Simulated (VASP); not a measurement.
Here is a VASP 6.6.1 calculation.

Contents of INCAR:

```
SYSTEM = Si5Ge
ALGO = Normal
EDIFF = 1E-7
ENCUT = 520
GGA = PE
ISIF = 2
ISMEAR = 0
LASPH = .True.
LCHARG = .False.
LREAL = .False.
LWAVE = .False.
NBANDS = 26
NELM = 60
PREC = Accurate
SIGMA = 0.01
```

KPOINTS

```
k-points
0
Gamma
  6 6 2
  0 0 0
```

POSCAR

```
Si5Ge
1.0
    3.8731228747      0.0000000000      0.0000000000
   -1.9365614373      3.3542228015      0.0000000000
    0.0000000000      0.0000000000      9.4848246374
Si Ge
5 1
Direct
    0.0000000000      0.0000000000     -0.0032504489
    0.6666666667      0.3333333333      0.6665279476
    0.3333333333      0.6666666667      0.3366787532
    0.6666666667      0.3333333333      0.9153029420
    0.3333333333      0.6666666667      0.5846298178
    0.0000000000      0.0000000000      0.2501109882
```

Potentials or basis: VASP PAW PBE potentials, release 64 (Si, Ge_d).

Run with:

```console
$ cat potpaw_PBE.64/Si/POTCAR potpaw_PBE.64/Ge_d/POTCAR > POTCAR
$ mpirun -np 1 vasp_std > vasp.out
```

Question: Estimate the largest force.

Answer: 0.078 eV/Å.

Question: Predict the band gap on the k mesh.

Answer: 0.65 eV, indirect (least direct gap 1.47 eV).

Question: What does it give for the pressure?

Answer: 1.6 GPa.

Stress tensor (GPa, compression positive):
```
1.71 0.00 0.00
0.00 1.71 0.00
0.00 0.00 1.32
```

A k mesh can miss the band edges.
